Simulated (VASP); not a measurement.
MgO:

```
Mg O
1.0
     2.29809    0.00000    0.00000
     0.00000    2.29809    0.00000
     0.00000    0.00000    3.96789
Mg O
1 1
Direct
  0.50000 0.50000 0.24807
  0.50000 0.50000 0.79362
```

- Program: VASP 6.6.1
- Task: relaxation of cell and atoms
- Functional: PBE
- Potentials or basis: VASP PAW PBE potentials, release 64 (Mg, O)
- Cutoff: 600 eV
- k mesh: 8 × 8 × 4
- Occupations: gaussian, width 0.1 eV
- Spin: collinear spin, ferromagnetic start
- Starting moments: [0.0, 1.0] μB

At the start: pressure 44.6 GPa; volume 10.48 Å³/atom.

Question: How do energy, volume and symmetry change on relaxing?

Answer: Over 16 steps the energy falls by 1755.1 meV/atom and the volume is 17.79 Å³/atom (+69.8 %); space group P4/mmm (No. 123, to 0.05 Å); moment 0.00 μB per cell.

The path:
```
step  energy change (eV)  largest force (eV/Å)  pressure (GPa)  volume (Å³)
   1              0.0000                2.4252           44.60        20.96
   2             -2.4989                0.6023           -1.32        30.71
   3             -2.7541                2.2634           -6.95        36.07
   4             -2.0247                2.6408           24.45        37.14
   5             -3.2735                4.1305           -0.67        36.89
   6              0.7899               28.9440           41.42        37.42
   7             -3.3182                3.7707           -0.33        36.95
   8             -3.4147                2.4536           -0.77        37.01
   9             -3.4653                0.3969           -0.37        37.08
  10             -3.4655                0.5331           -0.43        37.07
  11             -3.4575                0.1769           -5.66        36.77
  12             -3.4969                0.1269           -3.17        36.95
  13             -3.5086                0.3480            0.33        35.49
  14             -3.5091                0.2596           -0.36        35.74
  15             -3.5085                0.3410            0.50        35.39
  16             -3.5102                0.0043            0.02        35.59
```

Final structure:
```xyz
2
Lattice="3.1563 0.0000 0.0000 0.0000 3.1563 0.0000 0.0000 0.0000 3.5722" Properties=species:S:1:pos:R:3 pbc="T T T"
Mg    1.5782    1.5782    0.9676
O     1.5782    1.5782    2.7535
```

Caveat: the k points lie up to 0.44 Å⁻¹ apart in the final cell; the volume moved by over 15 % at a fixed basis, so the end points are rough.
